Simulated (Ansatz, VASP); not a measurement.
**Two plane-wave programs on CrCuO2**

INCAR

```
ALGO = Normal
EDIFF = 1E-6
ENCUT = 600
GGA = PE
GGA_COMPAT = F
ISIF = 2
ISMEAR = 0
LASPH = T
LCHARG = F
LREAL = F
LWAVE = F
NBANDS = 26
NELM = 120
PREC = Accurate
SIGMA = 0.05
```

KPOINTS

```
k-points
0
Gamma
  14 14 14
```

Contents of POSCAR:

```
CrCuO2
1.0
    1.5062681718      0.8696443345      5.7042188732
   -1.5062681718      0.8696443345      5.7042188732
    0.0000000000     -1.7392886689      5.7042188732
Cr Cu O
1 1 2
Direct
    0.5000000000      0.5000000000      0.5000000000
    0.0000000000      0.0000000000      0.0000000000
    0.1084328762      0.1084328762      0.1084328762
    0.8915671238      0.8915671238      0.8915671238
```

Input for Ansatz:

```yaml
crystal:
  lattice:
    - [1.5062681718, 0.8696443345, 5.7042188732]
    - [-1.5062681718, 0.8696443345, 5.7042188732]
    - [0.0, -1.7392886689, 5.7042188732]
  atoms:
    - { symbol: Cr, position: [0.5, 0.5, 0.5] }
    - { symbol: Cu, position: [0.0, 0.0, 0.0] }
    - { symbol: O, position: [0.1084328762, 0.1084328762, 0.1084328762] }
    - { symbol: O, position: [0.8915671238, 0.8915671238, 0.8915671238] }
basis:
  ecutwfc: 420
  ecutrho_ratio: 4
kpoints:
  mp_grid: { grid: [14, 14, 14] }
hamiltonian:
  xc: pbe
scf:
  occupations: { method: gaussian, width: 0.05 }
output:
  forces: true
  stress: true
  eigenvalues: true
```

Alike in both runs: task single point; functional PBE; k mesh 14 × 14 × 14; occupations gaussian, width 0.05 eV; no spin polarisation.

|  | VASP | Ansatz |
| --- | --- | --- |
| version | VASP 6.6.1 | Ansatz 0.2.0 |
| potentials or method | VASP PAW PBE potentials, release 64 (Cr_pv, Cu, O), cutoff 600 eV | scalar-relativistic, plane waves, PAW |
| valence electrons in the cell | 35 | 45 |

|  | VASP | Ansatz | Ansatz less VASP |
| --- | --- | --- | --- |
| gap on the k mesh at the Fermi level (eV) | none | none | - |
| pressure (GPa) | -6.8 | -7.3 | -0.45 |
| traceless stress, the component that is largest in VASP (GPa) | 11.57 | 11.17 | -0.392 |
| rms of the force components (eV/Å) | 0.131 | 0.147 | +0.0153 |

Atom by atom the forces differ by 0.015 eV/Å (rms over components). A gap of «none» marks a metal or a gap that the smearing closes. VASP's potentials hold 35 valence electrons a cell and Ansatz's 45, so a difference there can come from the potentials and not from the codes.
